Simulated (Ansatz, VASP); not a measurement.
## Cs2SbN2: VASP beside Ansatz

```
N Sb Cs
1.0
     0.00000    4.33638    0.00000
     4.33638    0.00000    0.00000
     2.16819    2.16819   -6.86987
N Sb Cs
2 1 2
Cartesian
  4.3364 2.1682 -3.4349
  2.1682 4.3364 -3.4349
  0.0000 0.0000 0.0000
  2.1682 2.1682 -1.8310
  4.3364 4.3364 -5.0388
```

Alike in both runs: functional r2SCAN; k mesh 6 × 6 × 6; occupations gaussian, width 0.0353 eV; no spin polarisation.

Ansatz relaxed the structure, and its values are those at the end. VASP's run is a single point on that final structure, the one shown.

|  | VASP | Ansatz |
| --- | --- | --- |
| version | VASP 6.6.1 | Ansatz 0.2.0 |
| potentials or method | VASP PAW PBE potentials, release 64 (N, Sb, Cs_sv), cutoff 520 eV | PAW plane waves |
| valence electrons in the cell | 33 | 43 |

|  | VASP | Ansatz | Ansatz less VASP |
| --- | --- | --- | --- |
| pressure (GPa) | 3.5 | 3.2 | -0.31 |
| rms of the force components (eV/Å) | 0.022 | 0.001 | -0.0215 |

VASP's potentials were made for PBE, not for r2SCAN. VASP's potentials hold 33 valence electrons a cell and Ansatz's 43, so a difference there can come from the potentials and not from the codes. Ansatz's warnings: stress scf threshold loose.

Spin-orbit coupling is off throughout.
